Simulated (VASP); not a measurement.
## GaP: single point with PBE

**Measured values to compare with.**

From “Stacking defects in GaP nanowires: Electronic structure and optical properties”, 2018, arxiv:1810.01194, for a bulk crystal of GaP at 10 K: band gap 2.34 eV (indirect).

GaP:

```
Ga P
1.0
    -5.50507   -5.50507    5.50507
     5.50507    5.50507    5.50507
    -5.50507    5.50507   -5.50507
Ga P
16 16
Direct
  0.25000 0.50000 0.25000
  0.50000 0.50000 0.00000
  0.25000 0.75000 0.00000
  0.75000 0.50000 0.75000
  0.50000 0.75000 0.75000
  0.25000 0.00000 0.75000
  0.00000 0.50000 0.50000
  0.75000 0.75000 0.50000
  0.50000 0.00000 0.50000
  0.25000 0.25000 0.50000
  0.00000 0.75000 0.25000
  0.75000 0.00000 0.25000
  0.50000 0.25000 0.25000
  0.00000 0.00000 0.00000
  0.75000 0.25000 0.00000
  0.00000 0.25000 0.75000
  0.00000 0.25000 0.00000
  0.25000 0.25000 0.75000
  0.00000 0.50000 0.75000
  0.50000 0.25000 0.50000
  0.25000 0.50000 0.50000
  0.00000 0.75000 0.50000
  0.75000 0.25000 0.25000
  0.50000 0.50000 0.25000
  0.25000 0.75000 0.25000
  0.00000 0.00000 0.25000
  0.75000 0.50000 0.00000
  0.50000 0.75000 0.00000
  0.25000 0.00000 0.00000
  0.75000 0.75000 0.75000
  0.50000 0.00000 0.75000
  0.75000 0.00000 0.50000
```

```yaml
Program: VASP 6.6.1
Task: single point
Functional: PBE
Potentials_or_basis: VASP PAW PBE potentials, release 64 (Ga_d, P)
Cutoff: 520 eV
k_mesh: 2 × 2 × 2, shifted
Occupations: gaussian, width 0.01 eV
Spin: no spin polarisation
Dipole_correction: no
Further_INCAR_settings: LREAL = Auto; ALGO = Normal; EDIFF = 1e-06; NBANDS = 166
```

* Pressure: 0.0 GPa
* Band gap on the k mesh: 2.30 eV

Levels at points of the mesh, in eV from the valence-band top:
```tsv
k point	band 142	band 143	band 144	band 145	band 146	band 147
(0.25, 0.25, 0.25)	-0.02	-0.02	-0.02	2.67	2.67	2.67
```

Run time: 7.1 min on 1 thread of Intel(R) Xeon(R) Platinum 8259CL CPU @ 2.50GHz (Skylake/Cascade Lake) (shared host), peak memory 0.77 GiB.

Against the measured gap of GaP, 2.34 eV (indirect; 10 K; quoted in “Stacking defects in GaP nanowires: Electronic structure and optical properties”, 2018, arxiv:1810.01194), the calculated 2.30 eV is off by -0.04 eV. Spin-orbit coupling on Ga is left out. The value is that of PBE on a finite k mesh, which can miss the band edges, without temperature or zero-point motion. Semilocal functionals fall short of measured gaps as a rule.

Caveat: a shifted mesh leaves out Γ, where band edges can lie.
